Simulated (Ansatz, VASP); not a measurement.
**TaN: VASP beside Ansatz**

The input POSCAR:

```
TaN
1.0
    2.9380011100      0.0000000000      0.0000000000
   -1.4690005500      2.5443836000      0.0000000000
    0.0000000000      0.0000000000      2.8830022100
Ta N
1 1
Direct
    0.3333333333      0.6666666667      0.5000000000
    0.0000000000      0.0000000000      0.0000000000
```

The input INCAR.step1:

```
PREC = Accurate
ENCUT = 770
ISMEAR = 0
SIGMA = 0.05
LREAL = F
LASPH = T
NELM = 200
ISPIN = 2
MAGMOM = 0 0
LMAXMIX = 4
LDAU = T
LDAUTYPE = 2
LDAUL = 2 -1
LDAUU = 3 0
LDAUJ = 0 0
NBANDS = 20
GGA = PE
ALGO = Normal
EDIFF = 1E-5
LWAVE = T
LCHARG = F
GGA_COMPAT = F
```

The input INCAR.step2:

```
PREC = Accurate
ENCUT = 770
EDIFF = 1E-6
ISMEAR = 0
SIGMA = 0.05
LREAL = F
LASPH = T
NELM = 200
ALGO = Normal
ISIF = 2
LWAVE = F
LCHARG = F
ISPIN = 2
MAGMOM = 0 0
LORBIT = 11
LMAXMIX = 4
LDAU = T
LDAUTYPE = 2
LDAUL = 2 -1
LDAUU = 3 0
LDAUJ = 0 0
LDAUPRINT = 1
METAGGA = R2SCAN
LMIXTAU = T
NBANDS = 20
ISTART = 1
GGA_COMPAT = F
```

Contents of KPOINTS:

```
Automatic mesh
0
Gamma
  7 7 7
```

Input for Ansatz:

```yaml
crystal:
  lattice:
    - [2.93800111, 0.0, 0.0]
    - [-1.46900055, 2.5443836, 0.0]
    - [0.0, 0.0, 2.88300221]
  atoms:
    - { symbol: Ta, position: [0.3333333333, 0.6666666667, 0.5], spin: 2.0 }
    - { symbol: "N", position: [0.0, 0.0, 0.0] }
basis:
  ecutwfc: 500
  ecutrho_ratio: 4
kpoints:
  mp_grid: { grid: [7, 7, 7] }
hamiltonian:
  xc: r2scan
  hubbard:
    sites:
      - { site: 0, l: d, u_eff: 3.0, starting_ns: [{ spin: up, occupation_matrix: s0up }, { spin: down, occupation_matrix: s0down }] }
    occupation_matrices:
      s0up:
        matrix:
          - [0.02, 0.0, 0.0, 0.0, 0.0]
          - [0.0, 0.02, 0.0, 0.0, 0.0]
          - [0.0, 0.0, 0.97, 0.0, 0.0]
          - [0.0, 0.0, 0.0, 0.02, 0.0]
          - [0.0, 0.0, 0.0, 0.0, 0.97]
      s0down:
        matrix:
          - [0.02, 0.0, 0.0, 0.0, 0.0]
          - [0.0, 0.02, 0.0, 0.0, 0.0]
          - [0.0, 0.0, 0.02, 0.0, 0.0]
          - [0.0, 0.0, 0.0, 0.02, 0.0]
          - [0.0, 0.0, 0.0, 0.0, 0.02]
    ns_hold: { iters: 12 }
scf:
  occupations: { method: gaussian, width: 0.05 }
  lower_state_search: "off"
  max_iter: 150
output:
  forces: true
  stress: true
  eigenvalues: true
  populations: true
  hubbard: { sites: [{ site: 0, l: d }] }
  write_density: true
  write_potential: true
  elf: true
  volumetric_format: npy
magnetization:
  spin_polarized: true
```

Alike in both runs: task single point; functional r2SCAN; k mesh 7 × 7 × 7; occupations gaussian, width 0.05 eV; collinear spin; Hubbard terms Ta d U = 3.0 eV.

|  | VASP | Ansatz |
| --- | --- | --- |
| version | VASP 6.6.1 | Ansatz 0.2.0 |
| potentials or method | VASP PAW PBE potentials, release 64 (Ta_sv_GW, N), cutoff 770 eV | scalar-relativistic, plane waves, PAW |
| valence electrons in the cell | 18 | 18 |

```csv
,VASP,Ansatz,Ansatz less VASP
gap on the k mesh at the Fermi level (eV),none,none,-
pressure (GPa),9.8,2.7,-7.14
"traceless stress, the component that is largest in VASP (GPa)",1.40,-0.39,-1.797
```

VASP's potentials were made for PBE, not for r2SCAN. The programs project onto different local orbitals, so the same U acts differently, and such runs can settle in different states. A gap of «none» marks a metal or a gap that the smearing closes. Ansatz's warnings: filled band counts differ across k points, seeded moment not kept, specified occupation not kept, stability check not made, symmetry narrowed by occupation matrices.

Neither program's run includes spin-orbit coupling.
